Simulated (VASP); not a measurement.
A run of VASP 6.6.1 is set up as follows.

Contents of INCAR:

```
  PREC = Accurate
  ENCUT = 520
  EDIFF = 1E-8
  ISMEAR = -1
  SIGMA = 0.03
  LREAL = F
  LASPH = T
  NELM = 60
  ALGO = Normal
  ISIF = 2
  LWAVE = F
  LCHARG = F
  GGA = PS
  LEFG = T
  NBANDS = 18
```

The input KPOINTS:

```
regular mesh
0
Gamma
  12 12 12
```

The input POSCAR:

```
Yb
1.0
    0.0000000000      2.7246250000      2.7246250000
    2.7246250000      0.0000000000      2.7246250000
    2.7246250000      2.7246250000      0.0000000000
Yb
1
Direct
    0.0000000000      0.0000000000      0.0000000000
```

Potentials or basis: VASP PAW PBE potentials, release 64 (Yb).

Run with:

```console
$ cat potpaw_PBE.64/Yb/POTCAR > POTCAR
$ mpirun -np 1 vasp_std > vasp.out
```

(1) Predict the pressure.

(2) Predict the band gap on the k mesh.

Answers

(1) -3.4 GPa.

(2) zero (bands 12 and 13 overlap by 0.05 eV).

Caveat: the cell stands under tension; the PAW data sets were made with another functional, which shifts forces and pressure a little; spin-orbit coupling is left out, which moves the levels of the heavy elements.
